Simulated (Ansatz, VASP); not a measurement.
Two plane-wave programs on Cr

Contents of POSCAR:

```
Cr
1.0
   -1.4064546768      1.4064546768      1.4064546768
    1.4064546768     -1.4064546768      1.4064546768
    1.4064546768      1.4064546768     -1.4064546768
Cr
1
Direct
    0.0000000000      0.0000000000      0.0000000000
```

The input INCAR.step1:

```
  ALGO = Normal
  EDIFF = 1E-4
  ENCUT = 520
  GGA = PE
  ISMEAR = 0
  ISPIN = 2
  LASPH = T
  LCHARG = F
  LMAXMIX = 4
  LREAL = F
  LWAVE = T
  MAGMOM = 0.05
  NBANDS = 16
  NELM = 150
  PREC = Accurate
  SIGMA = 0.05
```

Contents of INCAR.step2:

```
  ALGO = Normal
  EDIFF = 1E-6
  ENCUT = 520
  ISIF = 2
  ISMEAR = 0
  ISPIN = 2
  ISTART = 1
  LASPH = T
  LCHARG = F
  LMAXMIX = 4
  LMIXTAU = T
  LORBIT = 11
  LREAL = F
  LWAVE = F
  MAGMOM = 0.05
  METAGGA = R2SCAN
  NBANDS = 16
  NELM = 150
  PREC = Accurate
  SIGMA = 0.05
```

The input KPOINTS:

```
k-points
0
Gamma
  22 22 22
```

Input for Ansatz:

```yaml
crystal:
  lattice:
    - [-1.4064546768, 1.4064546768, 1.4064546768]
    - [1.4064546768, -1.4064546768, 1.4064546768]
    - [1.4064546768, 1.4064546768, -1.4064546768]
  atoms:
    - { symbol: Cr, position: [0.0, 0.0, 0.0], spin: 0.05 }
basis:
  ecutwfc: 500
  ecutrho_ratio: 4
kpoints:
  mp_grid: { grid: [22, 22, 22] }
hamiltonian:
  xc: r2scan
scf:
  occupations: { method: gaussian, width: 0.05 }
output:
  forces: true
  stress: true
  eigenvalues: true
  populations: true
magnetization:
  spin_polarized: true
```

Alike in both runs: task single point; functional r2SCAN; k mesh 22 × 22 × 22; occupations gaussian, width 0.05 eV; collinear spin.

|  | VASP | Ansatz |
| --- | --- | --- |
| version | VASP 6.6.1 | Ansatz 0.2.0 |
| potentials or method | VASP PAW PBE potentials, release 64 (Cr_pv), cutoff 520 eV | scalar-relativistic, plane waves, PAW |
| valence electrons in the cell | 12 | 14 |

|  | VASP | Ansatz | Ansatz less VASP |
| --- | --- | --- | --- |
| gap on the k mesh at the Fermi level (eV) | none | none | - |
| pressure (GPa) | 5.6 | 5.1 | -0.54 |
| net moment per atom (μB) | 0.00 | 0.00 | 0.000 |

VASP's potentials were made for PBE, not for r2SCAN. A gap of «none» marks a metal or a gap that the smearing closes. VASP's potentials hold 12 valence electrons a cell and Ansatz's 14, so a difference there can come from the potentials and not from the codes. Ansatz's warnings: seeded moment not kept, stability check not made.
